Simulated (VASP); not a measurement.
# SbOs (Fm-3m) in VASP: further runs

The runs below take SbOs through single point, with PBE, PBEsol, LDA.

Everything below comes from runs of VASP 6.6.1. Logs are shortened: lines on timing, memory, paths and dates and some standing lists are left out, and cuts for length are marked.

## 1. The cell of the first run

Symmetry: Fm-3m, No. 225, cubic system. Conventional cell: a = 5.427 Å, b = 5.427 Å, c = 5.427 Å, α = 90.00°, β = 90.00°, γ = 90.00°. Within 3.6 Å of Os (site symmetry m-3m) lie 6 Sb at 2.71 Å. Sb (site symmetry m-3m) has 6 Os at 2.71 Å within 3.6 Å.

## 2. Single point, PBE

Contents of INCAR:

```
SYSTEM = SbOs
PREC     = Accurate       ! precision mode
ENCUT    = 520            ! plane-wave cutoff, eV
EDIFF    = 1E-7           ! SCF threshold, eV
ISMEAR   = 0              ! smearing method
SIGMA    = 0.05           ! smearing width, eV
LREAL    = .False.        ! projectors in reciprocal space
LASPH    = .True.         ! aspherical terms in the spheres
NELM     = 80             ! most SCF steps
ALGO     = Normal         ! electronic algorithm
ISIF     = 2              ! what is computed and relaxed
LWAVE    = .False.        ! write WAVECAR
LCHARG   = .False.        ! write CHGCAR
GGA      = PE             ! functional
NBANDS   = 14             ! bands
```

Contents of KPOINTS:

```
regular mesh
0
Gamma
  12 12 12
  0 0 0
```

Contents of POSCAR:

```
SbOs
1.0
    0.0000000000      2.7136168850      2.7136168850
    2.7136168850      0.0000000000      2.7136168850
    2.7136168850      2.7136168850      0.0000000000
Os Sb
1 1
Direct
    0.5000000000      0.5000000000      0.5000000000
    0.0000000000      0.0000000000      0.0000000000
```

Potentials or basis: VASP PAW PBE potentials, release 64 (Os, Sb).

Command:

```
$ cat potpaw_PBE.64/Os/POTCAR potpaw_PBE.64/Sb/POTCAR > POTCAR
$ mpirun -np 1 vasp_std > vasp.out
```

OUTCAR:

```text
SYSTEM = SbOs
   PREC = Accurate
   ENCUT = 520
   EDIFF = 1E-7
   ISMEAR = 0
   LREAL = .False.
   LASPH = .True.
   NELM = 80
   ISIF = 2
   GGA = PE

 ion  position               nearest neighbor table
   1  0.500  0.500  0.500-   2 2.71   2 2.71   2 2.71   2 2.71   2 2.71   2 2.71
   2  0.000  0.000  0.000-   1 2.71   1 2.71   1 2.71   1 2.71   1 2.71   1 2.71

  LATTYP: Found a face centered cubic cell.
 ALAT       =     5.4272337700

  Lattice vectors:

 A1 = (   0.0000000000,   2.7136168850,   2.7136168850)
 A2 = (   2.7136168850,   0.0000000000,   2.7136168850)
 A3 = (   2.7136168850,   2.7136168850,   0.0000000000)

Analysis of symmetry for initial positions (statically):
=====================================================================
 Subroutine PRICEL returns:
 Original cell was already a primitive cell.

 Routine SETGRP: Setting up the symmetry group for a
 face centered cubic supercell.

 Subroutine GETGRP returns: Found 48 space group operations
 (whereof 48 operations were pure point group operations)
 out of a pool of 48 trial point group operations.

The static configuration has the point symmetry O_h .

Analysis of symmetry for dynamics (positions and initial velocities):
=====================================================================
 Subroutine PRICEL returns:
 Original cell was already a primitive cell.

 Routine SETGRP: Setting up the symmetry group for a
 face centered cubic supercell.

 Subroutine GETGRP returns: Found 48 space group operations
 (whereof 48 operations were pure point group operations)
 out of a pool of 48 trial point group operations.

The dynamic configuration has the point symmetry O_h .

 Subroutine INISYM returns: Found 48 space group operations
 (whereof 48 operations are pure point group operations),
 and found     1 'primitive' translations

----------------------------------------------------------------------------------------

                                     Primitive cell

  volume of cell :      39.9646

  direct lattice vectors                    reciprocal lattice vectors
     0.000000000  2.713616885  2.713616885    -0.184255929  0.184255929  0.184255929
     2.713616885  0.000000000  2.713616885     0.184255929 -0.184255929  0.184255929
     2.713616885  2.713616885  0.000000000     0.184255929  0.184255929 -0.184255929

  length of vectors
     3.837633802  3.837633802  3.837633802     0.319140631  0.319140631  0.319140631

  position of ions in fractional coordinates (direct lattice)
[... 85 lines left out ...]
   ISIF   =      2    stress and relaxation
   ISYM   =      2    0-nonsym 1-usesym 2-fastsym
   POTIM  = 0.5000    time-step for ionic-motion
   TEBEG  =    0.0;   TEEND  =   0.0 temperature during run
   PSTRESS=    0.0 pullay stress
   NELECT =      13.0000    total number of electrons
   NUPDOWN=      -1.0000    fix difference up-down
   EMIN   =  10.00;   EMAX   =-10.00  energy-range for DOS
   EFERMI =   0.00;   METHOD = LEGACY
   ISMEAR =     0;   SIGMA  =   0.05  broadening in eV -4-tet -1-fermi 0-gaus
   EFERMI_NEDOS =   21; number of points for ismear=-14 and -15
   IALGO  =     38    algorithm
   IMIX   =      4    mixing-type and parameters
     AMIX     =   0.40;   BMIX     =  1.00
     AMIX_MAG =   1.60;   BMIX_MAG =  1.00
  volume/ion in A,a.u.               =      19.98       134.85
  Fermi-wavevector in a.u.,A,eV,Ry     =   1.125894  2.127631 17.247246  1.267637
  Thomas-Fermi vector in A             =   2.262573
   LORBIT       =      0    0 simple, 1 ext, 2 COOP (PROOUT), +10 PAW based schemes
   GGA     = PE    functional components
   LHFCALC =     F    Hartree Fock is set to
   AEXX    =    0.0000 exact exchange contribution
   IVDW    =     0    specifies the selected vdW correction
   LEPSILON=     F    determine dielectric tensor
   LRPA    =     F    only Hartree local field effects (RPA)
 non-spin polarized calculation
 Gauss-broadening in eV      SIGMA  =   0.05
  energy-cutoff  :      520.00
  volume of cell :       39.96
 maximum number of plane-waves:      1090
 NGX is ok and might be reduce to    30
   NGX = 15   NGY = 15   NGZ = 15

 number of electron      12.9999999 magnetization

 Free energy of the ion-electron system (eV)
  ---------------------------------------------------
  ext. energy  EPLUGINS =         0.00000000
  ---------------------------------------------------
  free energy    TOTEN  =       -13.43816179 eV

  energy without entropy =      -13.43479920  energy(sigma->0) =      -13.43648050

 E-fermi :   8.4378     XC(G=0): -11.6607

 val. band max:        8.4287529728   @ k =   0.3333   0.0833   0.0000
 cond. band min:       8.4452688003   @ k =   0.5000   0.5000   0.0000
 fundamental gap:      0.0165158275
 Fermi energy:         8.4378326818

 k-point     1 :       0.0000    0.0000    0.0000
  band No.  band energies     occupation
      1      -3.9405      2.00000
      2       6.6355      2.00000
      3       6.6355      2.00000
      4       6.6355      2.00000
      5       6.9425      2.00000
      6       6.9425      2.00000
      7      10.0577      0.00000
      8      10.0577      0.00000
      9      10.0577      0.00000
     10      14.6700      0.00000
     11      16.3353      0.00000
     12      20.4536      0.00000
     13      20.4538      0.00000
     14      20.4549      0.00000
[... 377 lines left out ...]
      1      -1.0707      2.00000
      2       2.0845      2.00000
      3       4.5124      2.00000
      4       4.7296      2.00000
      5       7.8188      2.00000
      6       7.8323      2.00000
      7       8.1864      2.00000
      8      11.4501      0.00000
      9      12.9851      0.00000
     10      13.7521      0.00000
     11      17.0110      0.00000
     12      17.3889      0.00000
     13      19.5502      0.00000
     14      21.3589      0.00000

 [... further k-points ...]
[... 5 lines left out ...]
  --------------------------------------------------------------------------------------
  -------------------------------------------------------------------------------------
  Total       -0.0663531     -0.0663531     -0.0663531      0.0000000      0.0000000     -0.0000000
  in kB       -2.6600910     -2.6600910     -2.6600910      0.0000000      0.0000000     -0.0000000
  external PRESSURE =      -2.6600910 kB  Pullay stress =       0.0000000 kB

 VOLUME and BASIS-vectors are now :
 -----------------------------------------------------------------------------
  energy-cutoff  :      520.00
  volume of cell :       39.96
      direct lattice vectors                 reciprocal lattice vectors
     0.000000000  2.713616885  2.713616885    -0.184255929  0.184255929  0.184255929
     2.713616885  0.000000000  2.713616885     0.184255929 -0.184255929  0.184255929
     2.713616885  2.713616885  0.000000000     0.184255929  0.184255929 -0.184255929

 POSITION                                       TOTAL-FORCE (eV/Angst)
 -----------------------------------------------------------------------------------
      2.71362      2.71362      2.71362         0.000000      0.000000      0.000000
      0.00000      0.00000      0.00000         0.000000      0.000000      0.000000
 -----------------------------------------------------------------------------------
    total drift:                               -0.000000     -0.000000      0.000000

  FREE ENERGIE OF THE ION-ELECTRON SYSTEM (eV)
  ---------------------------------------------------
  free  energy   TOTEN  =       -13.4381617910 eV

  energy  without entropy=      -13.4347992015  energy(sigma->0) =      -13.43648050
```

It took 20 s on 1 thread of Intel Xeon 6975P-C (Granite Rapids), shared host; peak memory 0.19 GiB.

Results:

- Free energy: -13.4382 eV
- Pressure: -0.3 GPa

Levels at points of the mesh, in eV from the Fermi level:
| k point | band 4 | band 5 | band 6 | band 7 | band 8 | band 9 |
| --- | --- | --- | --- | --- | --- | --- |
| (0.00, 0.00, 0.00) | -1.80 | -1.50 | -1.50 | 1.62 | 1.62 | 1.62 |
| (0.50, 0.00, 0.00) | -3.87 | -0.58 | -0.58 | -0.17 | 4.49 | 6.35 |
| (0.50, 0.50, 0.00) | -1.20 | -1.20 | -0.89 | -0.05 | -0.05 | 0.01 |

Caveat: spin-orbit coupling is left out, which moves the levels of the heavy elements.

## 3. Single point, PBE

Contents of INCAR:

```
ALGO     = Normal         # electronic algorithm
EDIFF    = 1E-6           # SCF threshold, eV
ENCUT    = 520            # plane-wave cutoff, eV
GGA      = PE             # functional
ISIF     = 2              # what is computed and relaxed
ISMEAR   = 0              # smearing method
LASPH    = T              # aspherical terms in the spheres
LCHARG   = F              # write CHGCAR
LREAL    = F              # projectors in reciprocal space
LWAVE    = F              # write WAVECAR
NBANDS   = 14             # bands
NELM     = 60             # most SCF steps
PREC     = Accurate       # precision mode
SIGMA    = 0.05           # smearing width, eV
```

Contents of KPOINTS:

```
k-points
0
Gamma
  12 12 12
```

POSCAR is that of step 2.

Potentials or basis: VASP PAW PBE potentials, release 64 (Os, Sb).

Command:

```
$ cat potpaw_PBE.64/Os/POTCAR potpaw_PBE.64/Sb/POTCAR > POTCAR
$ mpirun -np 1 vasp_std > vasp.out
```

Run time: 18 s. Hardware: 1 thread of Intel Xeon 6975P-C (Granite Rapids), shared host; peak memory 0.19 GiB.

It converged, with:

| Quantity | Value |
| --- | --- |
| Free energy | -13.4382 eV |
| Pressure | -0.3 GPa |

Levels at points of the mesh, in eV from the Fermi level:
| k point | band 2 | band 3 | band 4 | band 5 | band 6 | band 7 | band 8 | band 9 | band 10 | band 11 |
| --- | --- | --- | --- | --- | --- | --- | --- | --- | --- | --- |
| (0.00, 0.00, 0.00) | -1.80 | -1.80 | -1.80 | -1.50 | -1.50 | 1.62 | 1.62 | 1.62 | 6.23 | 7.90 |
| (0.50, 0.00, 0.00) | -6.86 | -3.87 | -3.87 | -0.58 | -0.58 | -0.17 | 4.49 | 6.35 | 6.35 | 6.67 |
| (0.50, 0.50, 0.00) | -4.60 | -3.00 | -1.20 | -1.20 | -0.89 | -0.05 | -0.05 | 0.01 | 3.29 | 9.21 |

Caveat: spin-orbit coupling is left out, which moves the levels of the heavy elements.

(Continued in part 2 of 2.)
